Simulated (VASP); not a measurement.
A run of VASP 6.6.1 is set up as follows.

The input INCAR:

```
PREC     = Accurate       # precision mode
ENCUT    = 600            # plane-wave cutoff, eV
EDIFF    = 1E-6           # SCF threshold, eV
ISMEAR   = -1             # smearing method
SIGMA    = 0.05           # smearing width, eV
LREAL    = False          # projectors in reciprocal space
LASPH    = True           # aspherical terms in the spheres
NELM     = 80             # most SCF steps
ALGO     = Normal         # electronic algorithm
ISIF     = 3              # what is computed and relaxed
LWAVE    = False          # write WAVECAR
LCHARG   = False          # write CHGCAR
GGA      = B5             # functional
ALDAX    = 1.0          
AGGAX    = 1.0          
AGGAC    = 1.0          
ALDAC    = 0.0          
IBRION   = 2              # ionic algorithm
NSW      = 60             # ionic steps
EDIFFG   = -0.01          # ionic threshold
```

File KPOINTS:

```
regular mesh
0
Gamma
  5 5 5
```

Contents of POSCAR:

```
La3Hf
1.0
    5.0451320000      0.0000000000      0.0000000000
    0.0000000000      5.0451320000      0.0000000000
    0.0000000000      0.0000000000      5.0451320000
Hf La
1 3
Direct
    0.0000000000      0.0000000000      0.0000000000
    0.5000000000      0.5000000000      0.0000000000
    0.5000000000      0.0000000000      0.5000000000
    0.0000000000      0.5000000000      0.5000000000
```

Potentials or basis: VASP PAW PBE potentials, release 64 (Hf_pv, La).

Launch:

```sh
$ cat potpaw_PBE.64/Hf_pv/POTCAR potpaw_PBE.64/La/POTCAR > POTCAR
$ mpirun -np 1 vasp_std > vasp.out
```

Q: What does it give for the relaxed cell?

A: a = 5.157 Å, b = 5.157 Å, c = 5.157 Å, α = 90.00°, β = 90.00°, γ = 90.00°.

Q: What does it give for the space group after relaxing (to 0.1 Å)?

A: Pm-3m (No. 221).

Final structure:
```
CELL_PARAMETERS angstrom
5.15725 0.00000 0.00000
0.00000 5.15725 0.00000
0.00000 0.00000 5.15725
ATOMIC_POSITIONS crystal
Hf 0.00000 0.00000 0.00000
La 0.50000 0.50000 0.00000
La 0.50000 0.00000 0.50000
La 0.00000 0.50000 0.50000
```
